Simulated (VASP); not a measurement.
NbIn:

```
Nb In
1.0
     5.10144    0.00000    0.00000
     0.00000    3.18189    0.00000
     0.00000    0.00000    5.43852
Nb In
2 2
Direct
  0.25000 0.00000 0.18200
  0.75000 0.00000 0.81800
  0.25000 0.50000 0.67200
  0.75000 0.50000 0.32800
```

Base run:

```yaml
Program: VASP 6.6.1
Functional: PBEsol
Potentials_or_basis: VASP PAW PBE potentials, release 64 (Nb_sv, In_d)
Cutoff: 520 eV
k_mesh: 4 × 6 × 4
Occupations: fermi-dirac, width 0.1 eV
Spin: no spin polarisation
```

Its results: band gap on the k mesh zero (band 26 reaches 9.64 eV, above the bottom of band 27 at 8.78 eV); pressure -14.6 GPa; largest force 1.225 eV/Å.

Q: The run is repeated on the same cell with these changes: functional from PBEsol to revPBE; further incar settings from ALGO = Normal; EDIFF = 1e-07; NBANDS = 34 to ALGO = Normal; EDIFF = 1e-06; NBANDS = 34. What comes out?

A: Band gap on the k mesh zero (band 26 reaches 9.87 eV, above the bottom of band 27 at 8.99 eV); pressure -8.7 GPa; largest force 1.292 eV/Å.

Caveats: the PAW data sets were made with another functional, which shifts forces and pressure a little; spin-orbit coupling is left out, which moves the levels of the heavy elements.
